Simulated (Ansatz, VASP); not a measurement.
# Two plane-wave programs on P

File INCAR:

```
SYSTEM = P
PREC = Accurate
ENCUT = 520
EDIFF = 1E-6
ISMEAR = -1
SIGMA = 0.1
LREAL = .False.
LASPH = .True.
NELM = 100
ALGO = Normal
ISIF = 2
LWAVE = .False.
LCHARG = .False.
GGA = PE
NBANDS = 12
```

Contents of KPOINTS:

```
regular mesh
0
Gamma
  12 12 12
  0 0 0
```

File POSCAR:

```
P
1.0
    0.0000000000      2.0218808015      2.0218808015
    2.0218808015      0.0000000000      2.0218808015
    2.0218808015      2.0218808015      0.0000000000
P
2
Direct
   -0.1250000000     -0.1250000000     -0.1250000000
    0.1250000000      0.1250000000      0.1250000000
```

Input for Ansatz:

```yaml
crystal:
  lattice:
    - [0.0, 2.0218808015, 2.0218808015]
    - [2.0218808015, 0.0, 2.0218808015]
    - [2.0218808015, 2.0218808015, 0.0]
  atoms:
    - { symbol: P, position: [-0.125, -0.125, -0.125] }
    - { symbol: P, position: [0.125, 0.125, 0.125] }
kpoints:
  mp_grid: { grid: [12, 12, 12] }
  band_path:
    path:
      - [0.0, 0.0, 0.0]
      - [0.5, 0.0, 0.5]
      - [0.625, 0.25, 0.625]
      - [0.375, 0.375, 0.75]
      - [0.0, 0.0, 0.0]
      - [0.5, 0.5, 0.5]
      - [0.5, 0.25, 0.75]
      - [0.5, 0.0, 0.5]
    npoints: 8
scf:
  occupations: { method: fermi_dirac, width: 0.1 }
hamiltonian:
  xc: pbe
  pseudopotentials: { kind: paw }
output:
  forces: true
  stress: true
  eigenvalues: true
  populations: true
  dos: { projected: true, de: 0.2, e_range: [-14, 8] }
```

Change from the starting cell: volume scaled by 0.4, PAW files.

Alike in both runs: task single point; functional PBE; k mesh 12 × 12 × 12; occupations fermi-dirac, width 0.1 eV; no spin polarisation.

|  | VASP | Ansatz |
| --- | --- | --- |
| version | VASP 6.6.1 | Ansatz 0.2.0 |
| potentials or method | VASP PAW PBE potentials, release 64 (P) | PAW with Ansatz's default frozen-core files, scalar-relativistic |
| plane-wave cutoff (eV) | 520 | 420 |
| valence electrons in the cell | 10 | 10 |

VASP gave:

```
pressure (GPa) : 353.4
```

Q: Which values does Ansatz return?

A: Pressure (GPa): 358.3.

Both programs put the cell under a high pressure, so it lies far from rest at this level.

Noted on VASP's run: the cell as given lies far from equilibrium.
